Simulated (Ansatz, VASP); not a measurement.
**One calculation of PbS, two programs**

File POSCAR:

```
PbS
1.0
    0.0000000000      2.9657500000      2.9657500000
    2.9657500000      0.0000000000      2.9657500000
    2.9657500000      2.9657500000      0.0000000000
Pb S
1 1
Direct
    0.0000000000      0.0000000000      0.0000000000
    0.5000000000      0.5000000000      0.5000000000
```

Contents of INCAR.step1:

```
PREC     = Accurate       # precision mode
ENCUT    = 520            # plane-wave cutoff, eV
EDIFF    = 1E-5           # SCF threshold, eV
ISMEAR   = -1             # smearing method
SIGMA    = 0.05           # smearing width, eV
LREAL    = False          # projectors in reciprocal space
LASPH    = True           # aspherical terms in the spheres
NELM     = 80             # most SCF steps
ALGO     = Normal         # electronic algorithm
ISIF     = 2              # what is computed and relaxed
LWAVE    = True           # write WAVECAR
LCHARG   = False          # write CHGCAR
GGA      = PE             # functional
NBANDS   = 17             # bands
```

Contents of INCAR.step2:

```
PREC     = Accurate       # precision mode
ENCUT    = 520            # plane-wave cutoff, eV
EDIFF    = 1E-6           # SCF threshold, eV
ISMEAR   = -1             # smearing method
SIGMA    = 0.05           # smearing width, eV
LREAL    = False          # projectors in reciprocal space
LASPH    = True           # aspherical terms in the spheres
NELM     = 80             # most SCF steps
ALGO     = Normal         # electronic algorithm
ISIF     = 2              # what is computed and relaxed
LWAVE    = False          # write WAVECAR
LCHARG   = False          # write CHGCAR
GGA      = PS             # functional
LHFCALC  = True           # exact exchange
AEXX     = 0.25           # exact-exchange fraction
HFSCREEN = 0.207          # screening, 1/A
PRECFOCK = Normal       
ISTART   = 1            
NBANDS   = 17             # bands
```

KPOINTS

```
regular mesh
0
Gamma
  4 4 4
```

Contents of input.yaml:

```yaml
crystal:
  lattice:
    - [0.0, 2.96575, 2.96575]
    - [2.96575, 0.0, 2.96575]
    - [2.96575, 2.96575, 0.0]
  atoms:
    - { symbol: Pb, position: [0.0, 0.0, 0.0] }
    - { symbol: S, position: [0.5, 0.5, 0.5] }
hamiltonian:
  xc:
    exchange: hjs_pbesol
    correlation: pbesol
    exx: { coeff: 0.25, omega: 0.207 }
  pseudopotentials: { kind: paw }
kpoints:
  mp_grid: { grid: [4, 4, 4] }
  band_path:
    path:
      - [[0.0, 0.0, 0.0], [0.5, 0.0, 0.5], [0.5, 0.25, 0.75], [0.375, 0.375, 0.75], [0.0, 0.0, 0.0], [0.5, 0.5, 0.5], [0.625, 0.25, 0.625], [0.5, 0.25, 0.75], [0.5, 0.5, 0.5], [0.375, 0.375, 0.75]]
      - [[0.625, 0.25, 0.625], [0.5, 0.0, 0.5]]
    npoints: 4
scf:
  occupations: { method: fermi_dirac, width: 0.05 }
  n_extra_bands: 6
output:
  forces: true
  stress: true
  eigenvalues: true
  fatbands: false
  write_density: true
  write_potential: true
  elf: true
  volumetric_format: npy
```

Alike in both runs: functional PBEsol-based screened hybrid; k mesh 4 × 4 × 4; occupations fermi-dirac, width 0.05 eV; no spin polarisation.

|  | VASP | Ansatz |
| --- | --- | --- |
| version | VASP 6.6.1 | Ansatz 0.2.0 |
| potentials or method | VASP PAW PBE potentials, release 64 (Pb_d, S) | Ansatz PAW |
| plane-wave cutoff (eV) | 520 | 420 |
| valence electrons in the cell | 20 | 20 |
| task | single point | band structure |

```tsv
	VASP	Ansatz	Ansatz less VASP
gap on the k mesh at the Fermi level (eV)	0.71	0.70	-0.005
least direct gap on the mesh (eV)	0.71	0.70	-0.005
pressure (GPa)	-1.0	-0.9	+0.12
```

VASP's potentials were made for PBE, not for PBEsol-based screened hybrid.

The k mesh is coarse, so the values compare programs but aren't converged. Neither program's run includes spin-orbit coupling.
